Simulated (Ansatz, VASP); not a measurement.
## Two plane-wave programs on KCl

```
K Cl
1.0
     0.00000    3.14485    3.14485
     3.14485    0.00000    3.14485
     3.14485    3.14485    0.00000
K Cl
1 1
Direct
  0.00000 0.00000 0.00000
  0.50000 0.50000 0.50000
```

Alike in both runs: task single point; functional PBE-based screened hybrid with a share of 0.5 of exact exchange and HFSCREEN = 0.1; k mesh 4 × 4 × 4; no spin polarisation.

|  | VASP | Ansatz |
| --- | --- | --- |
| version | VASP 6.6.1 | Ansatz 0.2.0 |
| potentials or method | VASP PAW PBE potentials, release 64 (K_sv, Cl) | plane waves |
| plane-wave cutoff (eV) | 520 | 420 |
| occupations | gaussian, width 0.01 eV | fixed |
| valence electrons in the cell | 16 | 16 |

Ansatz gave:

* gap on the k mesh at the Fermi level (eV): 8.57
* pressure (GPa): 0.1

Task: Estimate VASP's values.

Result: gap on the k mesh at the Fermi level (eV): 8.58; pressure (GPa): 0.1.

VASP's potentials were made for PBE, not for PBE-based screened hybrid. Ansatz's warnings: stress exchange threshold loose, stress scf threshold loose.

The k mesh is coarse, so the values compare programs but aren't converged.
